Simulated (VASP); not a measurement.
Set up this calculation in VASP 6.6.1, as the native input.

```yaml
Task: single point
Functional: PBE
Potentials_or_basis: VASP PAW PBE potentials, release 64 (Si, Sb, Te)
Cutoff: 520 eV
k_mesh: 8 × 8 × 8
Occupations: gaussian, width 0.1 eV
Spin: no spin polarisation
Dipole_correction: no
Further_INCAR_settings: ALGO = Normal; EDIFF = 1e-07; NBANDS = 22
```

The structure of SiSbTe3 lies in POSCAR:

```
SiSbTe3
1.0
    5.7048528230      0.0000000000      0.0000000000
    0.0000000000      5.7048528230      0.0000000000
    0.0000000000      0.0000000000      5.7048528230
Si Sb Te
1 1 3
Direct
    0.0000000000      0.0000000000      0.0000000000
    0.5000000000      0.5000000000      0.5000000000
    0.0000000000      0.5000000000      0.5000000000
    0.5000000000      0.5000000000      0.0000000000
    0.5000000000      0.0000000000      0.5000000000
```

The input as run:

INCAR

```
SYSTEM = SiSbTe3
PREC     = Accurate       ! precision mode
ENCUT    = 520            ! plane-wave cutoff, eV
EDIFF    = 1E-7           ! SCF threshold, eV
ISMEAR   = 0              ! smearing method
SIGMA    = 0.1            ! smearing width, eV
LREAL    = .FALSE.        ! projectors in reciprocal space
LASPH    = .TRUE.         ! aspherical terms in the spheres
NELM     = 100            ! most SCF steps
ALGO     = Normal         ! electronic algorithm
ISIF     = 2              ! what is computed and relaxed
LWAVE    = .FALSE.        ! write WAVECAR
LCHARG   = .TRUE.         ! write CHGCAR
GGA      = PE             ! functional
LELF     = .TRUE.         ! ELF
LVHAR    = .TRUE.       
NBANDS   = 22             ! bands
```

KPOINTS

```
Automatic mesh
0
G
  8 8 8
  0 0 0
```

Potentials or basis: VASP PAW PBE potentials, release 64 (Si, Sb, Te).

Run with:

```sh
$ cat potpaw_PBE.64/Si/POTCAR potpaw_PBE.64/Sb/POTCAR potpaw_PBE.64/Te/POTCAR > POTCAR
$ mpirun -np 1 vasp_std > vasp.out
```

Results of the run:

- Pressure: 0.0 GPa

Wall time 120 s on 1 thread of Intel(R) Xeon(R) Platinum 8259CL CPU @ 2.50GHz (Skylake/Cascade Lake), with other jobs on the host, peak memory 0.34 GiB.
